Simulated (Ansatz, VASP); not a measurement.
## One calculation of Mo, two programs

```xyz
2
Lattice="0.0000 2.8675 2.8675 2.8675 0.0000 2.8675 2.8675 2.8675 0.0000" Properties=species:S:1:pos:R:3 pbc="T T T"
Mo    0.0000    0.0000    0.0000
Mo    1.4338    1.4338    1.4338
```

Change from the starting cell: volume scaled by 1.025, PAW files.

Alike in both runs: task electric field gradients; functional PBE; k mesh 11 × 11 × 11; occupations fermi-dirac, width 0.05 eV; no spin polarisation.

|  | VASP | Ansatz |
| --- | --- | --- |
| version | VASP 6.6.1 | Ansatz 0.2.0 |
| potentials or method | VASP PAW PBE potentials, release 64 (Mo_sv) | PAW with Ansatz's default frozen-core files, scalar-relativistic |
| plane-wave cutoff (eV) | 520 | 420 |
| valence electrons in the cell | 28 | 28 |

Ansatz gave:

| Item | Value |
| --- | --- |
| pressure (GPa) | -2.5 |

Q: What did VASP give for the same quantities?

A: Pressure (GPa): -2.2.
